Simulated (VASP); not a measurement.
# BN (Qingsongite) (F-43m) in VASP: single point with PBE

Aim: the single point of BN (Qingsongite) with PBE.

Program: VASP 6.6.1. These are calculated values, not measurements. Logs are shortened: lines on timing, memory, paths and dates and some standing lists are left out, and cuts for length are marked.

### 1 The cell of the first run

Symmetry: F-43m, No. 216, cubic system. The conventional cell has a = 3.615 Å, b = 3.615 Å, c = 3.615 Å, α = 90.00°, β = 90.00°, γ = 90.00°. B (site symmetry -43m) has 4 N at 1.57 Å within 2.1 Å. N (site symmetry -43m) has 4 B at 1.57 Å within 2.1 Å.

### 2 Single point, PBE

File INCAR:

```
ALGO = Normal
EDIFF = 1E-6
ENCUT = 520
GGA = PE
ISIF = 2
ISMEAR = 1
LASPH = T
LCHARG = F
LREAL = F
LWAVE = F
NBANDS = 11
NELM = 80
PREC = Accurate
SIGMA = 0.01
```

File KPOINTS:

```
k-points
0
Gamma
  9 9 9
```

File POSCAR:

```
BN
1.0
    0.0000000000      1.8075000000      1.8075000000
    1.8075000000      0.0000000000      1.8075000000
    1.8075000000      1.8075000000      0.0000000000
B N
1 1
Direct
    0.0000000000      0.0000000000      0.0000000000
    0.2500000000      0.2500000000      0.2500000000
```

Potentials or basis: VASP PAW PBE potentials, release 64 (B, N).

Launch:

```
> cat potpaw_PBE.64/B/POTCAR potpaw_PBE.64/N/POTCAR > POTCAR
> mpirun -np 1 vasp_std > vasp.out
```

OUTCAR:

```text
EDIFF = 1E-6
   ENCUT = 520
   GGA = PE
   ISIF = 2
   ISMEAR = 1
   LASPH = T
   LREAL = F
   NELM = 80
   PREC = Accurate

 ion  position               nearest neighbor table
   1  0.000  0.000  0.000-   2 1.57   2 1.57   2 1.57   2 1.57
   2  0.250  0.250  0.250-   1 1.57   1 1.57   1 1.57   1 1.57

  LATTYP: Found a face centered cubic cell.
 ALAT       =     3.6150000000

  Lattice vectors:

 A1 = (   0.0000000000,   1.8075000000,   1.8075000000)
 A2 = (   1.8075000000,   0.0000000000,   1.8075000000)
 A3 = (   1.8075000000,   1.8075000000,   0.0000000000)

Analysis of symmetry for initial positions (statically):
=====================================================================
 Subroutine PRICEL returns:
 Original cell was already a primitive cell.

 Routine SETGRP: Setting up the symmetry group for a
 face centered cubic supercell.

 Subroutine GETGRP returns: Found 24 space group operations
 (whereof 24 operations were pure point group operations)
 out of a pool of 48 trial point group operations.

The static configuration has the point symmetry T_d .

Analysis of symmetry for dynamics (positions and initial velocities):
=====================================================================
 Subroutine PRICEL returns:
 Original cell was already a primitive cell.

 Routine SETGRP: Setting up the symmetry group for a
 face centered cubic supercell.

 Subroutine GETGRP returns: Found 24 space group operations
 (whereof 24 operations were pure point group operations)
 out of a pool of 48 trial point group operations.

The dynamic configuration has the point symmetry T_d .

 Subroutine INISYM returns: Found 24 space group operations
 (whereof 24 operations are pure point group operations),
 and found     1 'primitive' translations

----------------------------------------------------------------------------------------

                                     Primitive cell

  volume of cell :      11.8104

  direct lattice vectors                    reciprocal lattice vectors
     0.000000000  1.807500000  1.807500000    -0.276625173  0.276625173  0.276625173
     1.807500000  0.000000000  1.807500000     0.276625173 -0.276625173  0.276625173
     1.807500000  1.807500000  0.000000000     0.276625173  0.276625173 -0.276625173

  length of vectors
     2.556191014  2.556191014  2.556191014     0.479128854  0.479128854  0.479128854

  position of ions in fractional coordinates (direct lattice)
     0.000000000  0.000000000  0.000000000
     0.250000000  0.250000000  0.250000000

  ion indices of the primitive-cell ions
   primitive index   ion index
                 1           1
                 2           2

----------------------------------------------------------------------------------------

 KPOINTS: k-points

Automatic generation of k-mesh.
 Grid dimensions read from file:
 generate k-points for:    9    9    9

 Generating k-lattice:

  Cartesian coordinates                     Fractional coordinates (reciprocal lattice)
    -0.030736130  0.030736130  0.030736130     0.111111111  0.000000000  0.000000000
     0.030736130 -0.030736130  0.030736130     0.000000000  0.111111111  0.000000000
     0.030736130  0.030736130 -0.030736130     0.000000000  0.000000000  0.111111111

  Length of vectors
     0.053236539  0.053236539  0.053236539

  Shift w.r.t. Gamma in fractional coordinates (k-lattice)
     0.000000000  0.000000000  0.000000000

 Subroutine IBZKPT returns following result:
 ===========================================

 Found     35 irreducible k-points:

 Following reciprocal coordinates:
            Coordinates               Weight
  0.000000  0.000000  0.000000      1.000000
  0.111111  0.000000  0.000000      8.000000
  0.222222  0.000000  0.000000      8.000000
  0.333333  0.000000  0.000000      8.000000
  0.444444  0.000000  0.000000      8.000000
  0.111111  0.111111  0.000000      6.000000
[... 16 lines left out ...]
 -0.333333  0.333333  0.000000     12.000000
  0.444444  0.444444  0.000000      6.000000
 [... further k-points ...]
   k-points           NKPTS =     35   k-points in BZ     NKDIM =     35   number of bands    NBANDS=     11
   number of dos      NEDOS =    301   number of ions     NIONS =      2
   total plane-waves  NPLWV =   8000
   dimension x,y,z NGX =    20 NGY =   20 NGZ =   20
   dimension x,y,z NGXF=    40 NGYF=   40 NGZF=   40
   ions per type =               1   1
   NGX,Y,Z   is equivalent  to a cutoff of  13.01, 13.01, 13.01 a.u.
   NGXF,Y,Z  is equivalent  to a cutoff of  26.01, 26.01, 26.01 a.u.
 SYSTEM =  unknown system
   PREC   = accura    normal or accurate (medium, high low for compatibility)
   ISTART =      0    job   : 0-new  1-cont  2-samecut
   ICHARG =      2    charge: 1-file 2-atom 10-const
   ISPIN  =      1    spin polarized calculation?
   LNONCOLLINEAR =      F non collinear calculations
   LSORBIT =      F    spin-orbit coupling
   LASPH  =      T    aspherical Exc in radial PAW
   ENCUT  =  520.0 eV  38.22 Ry    6.18 a.u.   4.75  4.75  4.75*2*pi/ulx,y,z
   NELM   =     80;   NELMIN=  2; NELMDL= -5     # of ELM steps
   EDIFF  = 0.1E-05   stopping-criterion for ELM
   LREAL  =      F    real-space projection
   EDIFFG = 0.1E-04   stopping-criterion for IOM
   NSW    =      0    number of steps for IOM
   IBRION =     -1    ionic relax: 0-MD 1-quasi-New 2-CG
   NFREE  =      0    steps in history (QN), initial steepest desc. (CG)
   ISIF   =      2    stress and relaxation
   ISYM   =      2    0-nonsym 1-usesym 2-fastsym
   POTIM  = 0.5000    time-step for ionic-motion
   TEBEG  =    0.0;   TEEND  =   0.0 temperature during run
   PSTRESS=    0.0 pullay stress
   NELECT =       8.0000    total number of electrons
   NUPDOWN=      -1.0000    fix difference up-down
   EMIN   =  10.00;   EMAX   =-10.00  energy-range for DOS
   EFERMI =   0.00;   METHOD = LEGACY
   ISMEAR =     1;   SIGMA  =   0.01  broadening in eV -4-tet -1-fermi 0-gaus
   EFERMI_NEDOS =   21; number of points for ismear=-14 and -15
   IALGO  =     38    algorithm
   IMIX   =      4    mixing-type and parameters
     AMIX     =   0.40;   BMIX     =  1.00
     AMIX_MAG =   1.60;   BMIX_MAG =  1.00
  volume/ion in A,a.u.               =       5.91        39.85
  Fermi-wavevector in a.u.,A,eV,Ry     =   1.437749  2.716952 28.124920  2.067123
  Thomas-Fermi vector in A             =   2.556793
   LORBIT       =      0    0 simple, 1 ext, 2 COOP (PROOUT), +10 PAW based schemes
   GGA     = PE    functional components
   LHFCALC =     F    Hartree Fock is set to
   AEXX    =    0.0000 exact exchange contribution
   IVDW    =     0    specifies the selected vdW correction
   LEPSILON=     F    determine dielectric tensor
   LRPA    =     F    only Hartree local field effects (RPA)
 non-spin polarized calculation
 Methfessel and Paxton  Order N= 1 SIGMA  =   0.01
  energy-cutoff  :      520.00
  volume of cell :       11.81
 maximum number of plane-waves:       331
   NGX =  9   NGY =  9   NGZ =  9

 number of electron       7.9999999 magnetization

 Free energy of the ion-electron system (eV)
  ---------------------------------------------------
  ext. energy  EPLUGINS =         0.00000000
  ---------------------------------------------------
  free energy    TOTEN  =       -17.44975791 eV

  energy without entropy =      -17.44975791  energy(sigma->0) =      -17.44975791

 E-fermi :   7.5394     XC(G=0): -12.8220

 val. band max:        7.4029719256   @ k =   0.0000   0.0000   0.0000
 cond. band min:      12.0167357295   @ k =   0.4444   0.4444   0.0000
 fundamental gap:      4.6137638039
 Fermi energy:         7.5394317493

 k-point     1 :       0.0000    0.0000    0.0000
  band No.  band energies     occupation
      1     -12.8277      2.00000
      2       7.4030      2.00000
      3       7.4030      2.00000
      4       7.4030      2.00000
      5      16.2228      0.00000
      6      16.2228      0.00000
      7      16.2228      0.00000
      8      17.7523      0.00000
      9      32.1552      0.00000
     10      35.1714      0.00000
     11      35.1714      0.00000

 k-point     2 :       0.1111    0.0000    0.0000
  band No.  band energies     occupation
      1     -12.5278      2.00000
      2       5.8729      2.00000
      3       7.0950      2.00000
      4       7.0950      2.00000
      5      16.5393      0.00000
      6      16.6873      0.00000
      7      16.6873      0.00000
      8      18.7127      0.00000
      9      31.7951      0.00000
     10      32.3293      0.00000
     11      32.3293      0.00000

 k-point     3 :       0.2222    0.0000    0.0000
  band No.  band energies     occupation
      1     -11.6500      2.00000
      2       2.7554      2.00000
      3       6.4415      2.00000
      4       6.4415      2.00000
      5      16.9512      0.00000
      6      17.5653      0.00000
      7      17.5653      0.00000
      8      20.5618      0.00000
      9      30.9989      0.00000
     10      30.9989      0.00000
     11      31.0085      0.00000

 k-point     4 :       0.3333    0.0000    0.0000
  band No.  band energies     occupation
      1     -10.2946      2.00000
      2      -0.4643      2.00000
      3       5.8421      2.00000
      4       5.8421      2.00000
      5      17.3119      0.00000
      6      18.0551      0.00000
      7      18.0551      0.00000
      8      21.9384      0.00000
      9      30.6301      0.00000
     10      31.7982      0.00000
     11      31.7982      0.00000
[... 239 lines left out ...]
 k-point    22 :      -0.4444    0.3333    0.0000
  band No.  band energies     occupation
      1      -7.3890      2.00000
      2      -1.0400      2.00000
      3       0.6658      2.00000
      4       3.2470      2.00000
      5      14.1270      0.00000
      6      19.6611      0.00000
      7      23.2910      0.00000
      8      23.7236      0.00000
      9      26.8202      0.00000
     10      33.9721      0.00000
     11      35.7327      0.00000

 k-point    23 :      -0.3333    0.3333    0.0000
  band No.  band energies     occupation
      1      -7.4805      2.00000
      2      -0.9995      2.00000
      3       0.0310      2.00000
      4       3.9148      2.00000
      5      15.2483      0.00000
      6      21.8108      0.00000
      7      21.9871      0.00000
      8      23.4556      0.00000
      9      25.5792      0.00000
     10      32.4419      0.00000
     11      34.1966      0.00000

 k-point    24 :       0.4444    0.4444    0.0000
  band No.  band energies     occupation
      1      -7.6166      2.00000
      2      -1.0654      2.00000
      3       2.5981      2.00000
      4       2.5981      2.00000
      5      12.0167      0.00000
      6      16.7463      0.00000
      7      25.0073      0.00000
      8      25.0073      0.00000
      9      27.9828      0.00000
     10      34.6860      0.00000
     11      41.4034      0.00000

 [... further k-points ...]
[... 5 lines left out ...]
  --------------------------------------------------------------------------------------
  -------------------------------------------------------------------------------------
  Total        0.2431476      0.2431476      0.2431476      0.0000000     -0.0000000      0.0000000
  in kB       32.9849406     32.9849406     32.9849406      0.0000000     -0.0000000      0.0000000
  external PRESSURE =      32.9849406 kB  Pullay stress =       0.0000000 kB

 VOLUME and BASIS-vectors are now :
 -----------------------------------------------------------------------------
  energy-cutoff  :      520.00
  volume of cell :       11.81
      direct lattice vectors                 reciprocal lattice vectors
     0.000000000  1.807500000  1.807500000    -0.276625173  0.276625173  0.276625173
     1.807500000  0.000000000  1.807500000     0.276625173 -0.276625173  0.276625173
     1.807500000  1.807500000  0.000000000     0.276625173  0.276625173 -0.276625173

 POSITION                                       TOTAL-FORCE (eV/Angst)
 -----------------------------------------------------------------------------------
      0.00000      0.00000      0.00000        -0.000000      0.000000     -0.000000
      0.90375      0.90375      0.90375         0.000000     -0.000000      0.000000
 -----------------------------------------------------------------------------------
    total drift:                                0.000000      0.000000      0.000000

  FREE ENERGIE OF THE ION-ELECTRON SYSTEM (eV)
  ---------------------------------------------------
  free  energy   TOTEN  =       -17.4497579059 eV

  energy  without entropy=      -17.4497579059  energy(sigma->0) =      -17.44975791
```

It took 6.8 s on 1 thread of Intel Xeon Platinum 8259CL at 2.50GHz (Skylake/Cascade Lake), shared host; peak memory 0.12 GiB.

Results:

```yaml
Free_energy: -17.4498 eV
Pressure: 3.3 GPa
Band_gap_on_the_k_mesh: 4.61 eV, indirect (least direct gap 8.82 eV)
```

A k mesh can miss the band edges. As with any semilocal functional, this PBE gap is likely too small.
